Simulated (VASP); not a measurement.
# Re2W (Pn-3m) in VASP: further runs, part 2 of 2

VASP 6.6.1. Earlier steps stand in the parts before.

## 3. Relaxation of cell and atoms, PBE

Input file INCAR:

```
SYSTEM = Re2W
PREC     = Accurate       ! precision mode
ENCUT    = 600            ! plane-wave cutoff, eV
EDIFF    = 1E-6           ! SCF threshold, eV
ISMEAR   = 0              ! smearing method
SIGMA    = 0.1            ! smearing width, eV
LREAL    = .FALSE.        ! projectors in reciprocal space
LASPH    = .TRUE.         ! aspherical terms in the spheres
NELM     = 100            ! most SCF steps
ALGO     = Normal         ! electronic algorithm
ISIF     = 3              ! what is computed and relaxed
LWAVE    = .FALSE.        ! write WAVECAR
LCHARG   = .FALSE.        ! write CHGCAR
GGA      = PE             ! functional
IBRION   = 2              ! ionic algorithm
NSW      = 100            ! ionic steps
EDIFFG   = -0.01          ! ionic threshold
```

Input file KPOINTS:

```
regular mesh
0
G
  8 8 8
  0 0 0
```

Input file POSCAR:

```
Re2W
1.0
    5.3236559972      0.0000000000      0.0000000000
    0.0000000000      5.3236559972      0.0000000000
    0.0000000000      0.0000000000      5.3236559972
Re W
4 2
Direct
    0.2500000000      0.7500000000      0.2500000000
    0.7500000000      0.2500000000      0.2500000000
    0.2500000000      0.2500000000      0.7500000000
    0.7500000000      0.7500000000      0.7500000000
    0.0000000000      0.0000000000      0.0000000000
    0.5000000000      0.5000000000      0.5000000000
```

Potentials or basis: VASP PAW PBE potentials, release 64 (Re, W_sv).

Run with:

```console
$ cat potpaw_PBE.64/Re/POTCAR potpaw_PBE.64/W_sv/POTCAR > POTCAR
$ mpirun -np 1 vasp_std > vasp.out
```

OUTCAR:

```text
SYSTEM = Re2W
   PREC = Accurate
   ENCUT = 600
   EDIFF = 1E-6
   ISMEAR = 0
   LREAL = .FALSE.
   LASPH = .TRUE.
   NELM = 100
   ISIF = 3
   GGA = PE
   IBRION = 2
   NSW = 100
   EDIFFG = -0.01

 ion  position               nearest neighbor table
   1  0.250  0.750  0.250-   5 2.31   6 2.31
   2  0.750  0.250  0.250-   5 2.31   6 2.31
   3  0.250  0.250  0.750-   5 2.31   6 2.31
   4  0.750  0.750  0.750-   5 2.31   6 2.31
   5  0.000  0.000  0.000-   1 2.31   2 2.31   3 2.31   4 2.31
   6  0.500  0.500  0.500-   1 2.31   2 2.31   3 2.31   4 2.31

  LATTYP: Found a simple cubic cell.
 ALAT       =     5.3236559972

  Lattice vectors:

 A1 = (   5.3236559972,   0.0000000000,   0.0000000000)
 A2 = (   0.0000000000,   5.3236559972,   0.0000000000)
 A3 = (   0.0000000000,   0.0000000000,   5.3236559972)

Analysis of symmetry for initial positions (statically):
=====================================================================
 Subroutine PRICEL returns:
 Original cell was already a primitive cell.
[... 180 lines left out ...]
  free energy    TOTEN  =       -52.86931939 eV

  energy without entropy =      -52.82822860  energy(sigma->0) =      -52.84877399

------------------------ aborting loop because EDIFF is reached ----------------------------------------

  FORCE on cell =-STRESS in cart. coord.  units (eV):
  Direction    XX          YY          ZZ          XY          YZ          ZX
  --------------------------------------------------------------------------------------
  -------------------------------------------------------------------------------------
  Total        1.3499651      1.3499651      1.3499651      0.0000000      0.0000000      0.0000000
  in kB       14.3351811     14.3351811     14.3351811      0.0000000      0.0000000      0.0000000
  external PRESSURE =      14.3351811 kB  Pullay stress =       0.0000000 kB
[... 67 lines left out ...]
--------------------------------------- Ionic step        3  -------------------------------------------

 number of electron      56.0000008 magnetization

 Free energy of the ion-electron system (eV)
  ---------------------------------------------------
  ext. energy  EPLUGINS =         0.00000000
  ---------------------------------------------------
  free energy    TOTEN  =       -52.87722496 eV

  energy without entropy =      -52.83461297  energy(sigma->0) =      -52.85591896

 E-fermi :   3.5070     XC(G=0): -10.5321

 val. band max:        3.4986260824   @ k =   0.1250   0.0000   0.0000
 cond. band min:       3.5095105864   @ k =   0.3750   0.2500   0.0000
 fundamental gap:      0.0108845040
 Fermi energy:         3.5069729997

 k-point     1 :       0.0000    0.0000    0.0000
  band No.  band energies     occupation
      1     -70.3303      2.00000
      2     -70.3019      2.00000
      3     -34.7689      2.00000
      4     -34.7689      2.00000
      5     -34.7689      2.00000
      6     -34.6257      2.00000
[... 853 lines left out ...]
     32       4.0127      0.00000
     33       4.6855      0.00000

 [... further k-points ...]
[... 5 lines left out ...]
  --------------------------------------------------------------------------------------
  -------------------------------------------------------------------------------------
  Total       -0.0010633     -0.0010633     -0.0010633      0.0000000      0.0000000      0.0000000
  in kB       -0.0111582     -0.0111582     -0.0111582      0.0000000      0.0000000      0.0000000
  external PRESSURE =      -0.0111582 kB  Pullay stress =       0.0000000 kB
[... 21 lines left out ...]
  FREE ENERGIE OF THE ION-ELECTRON SYSTEM (eV)
  ---------------------------------------------------
  free  energy   TOTEN  =       -52.8772249578 eV

  energy  without entropy=      -52.8346129691  energy(sigma->0) =      -52.85591896

 reached required accuracy - stopping structural energy minimisation
```

CONTCAR:

```text
Re2W
   1.00000000000000
     5.3447387390749768    0.0000000000000000    0.0000000000000000
     0.0000000000000000    5.3447387390749768    0.0000000000000000
    -0.0000000000000000    0.0000000000000000    5.3447387390749768
  Re              W
     4     2
Direct
     0.2500000000000000    0.7500000000000000    0.2500000000000000
     0.7500000000000000    0.2500000000000000    0.2500000000000000
     0.2500000000000000    0.2500000000000000    0.7500000000000000
     0.7500000000000000    0.7500000000000000    0.7500000000000000
     0.0000000000000000    0.0000000000000000    0.0000000000000000
     0.5000000000000000    0.5000000000000000    0.5000000000000000

  0.00000000E+00  0.00000000E+00  0.00000000E+00
  0.00000000E+00  0.00000000E+00  0.00000000E+00
  0.00000000E+00  0.00000000E+00  0.00000000E+00
  0.00000000E+00  0.00000000E+00  0.00000000E+00
  0.00000000E+00  0.00000000E+00  0.00000000E+00
  0.00000000E+00  0.00000000E+00  0.00000000E+00
```

It took 9.3 min on 1 thread of AMD EPYC 9R45 (Zen 5), shared host; peak memory 0.43 GiB.

Results:

```
Free energy                            : -52.8772 eV
Relaxed volume                         : 25.45 Å³/atom
Relaxed cell                           : a = 5.345 Å, b = 5.345 Å, c = 5.345 Å, α = 90.00°, β = 90.00°, γ = 90.00°
Space group after relaxing (to 0.05 Å) : Pn-3m (No. 224)
Energy gained by relaxing              : 1.3 meV/atom
Ionic steps                            : 3
Pressure after relaxing                : 0.0 GPa
Band gap on the k mesh                 : zero (band 28 reaches 3.73 eV, above the bottom of band 29 at 2.93 eV)
```

Step by step:
| step | energy change (eV) | largest force (eV/Å) | pressure (GPa) | volume (Å³) |
| --- | --- | --- | --- | --- |
| 1 | 0.0000 | 0.0000 | 1.43 | 150.88 |
| 2 | 0.0154 | 0.0000 | -2.30 | 155.85 |
| 3 | -0.0079 | 0.0000 | 0.00 | 152.68 |

Final structure:
```xyz
6
Lattice="5.3447 0.0000 0.0000 0.0000 5.3447 0.0000 0.0000 0.0000 5.3447" Properties=species:S:1:pos:R:3 pbc="T T T"
Re    1.3362    4.0086    1.3362
Re    4.0086    1.3362    1.3362
Re    1.3362    1.3362    4.0086
Re    4.0086    4.0086    4.0086
W     0.0000    0.0000    0.0000
W     2.6724    2.6724    2.6724
```

Caveat: spin-orbit coupling is left out, which moves the levels of the heavy elements.
